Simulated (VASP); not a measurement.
Input of a VASP 6.6.1 run:

The input POSCAR:

```
Ge
1.0
    0.0000000000      2.1977095775      2.1977095775
    2.1977095775      0.0000000000      2.1977095775
    2.1977095775      2.1977095775      0.0000000000
Ge
1
Direct
    0.0000000000      0.0000000000      0.0000000000
```

The input INCAR.step1:

```
SYSTEM = Ge
PREC = Accurate
ENCUT = 520
ISMEAR = -1
SIGMA = 0.1
LREAL = .False.
LASPH = .True.
NELM = 60
NBANDS = 13
GGA = PE
ALGO = Normal
EDIFF = 1E-4
LWAVE = .True.
LCHARG = .False.
```

File INCAR.step2:

```
SYSTEM = Ge
PREC = Accurate
ENCUT = 520
EDIFF = 1E-6
ISMEAR = -1
SIGMA = 0.1
LREAL = .False.
LASPH = .True.
NELM = 60
ALGO = Normal
ISIF = 2
LWAVE = .False.
LCHARG = .False.
METAGGA = R2SCAN
LMIXTAU = .True.
NBANDS = 13
ISTART = 1
```

Contents of KPOINTS:

```
Automatic mesh
0
Gamma
  14 14 14
  0 0 0
```

Potentials or basis: VASP PAW PBE potentials, release 64 (Ge_d).

The run is started by

```sh
$ cat potpaw_PBE.64/Ge_d/POTCAR > POTCAR
$ cp INCAR.step1 INCAR
$ mpirun -np 1 vasp_std > vasp.out
$ cp INCAR.step2 INCAR
$ mpirun -np 1 vasp_std > vasp.out
```

(1) Predict the band gap on the k mesh.

(2) What does it give for the pressure?

Answers

(1) zero (band 7 reaches 13.82 eV, above the bottom of band 8 at 3.40 eV).

(2) -5.9 GPa.

Caveat: the PAW data sets were made with another functional, which shifts forces and pressure a little.
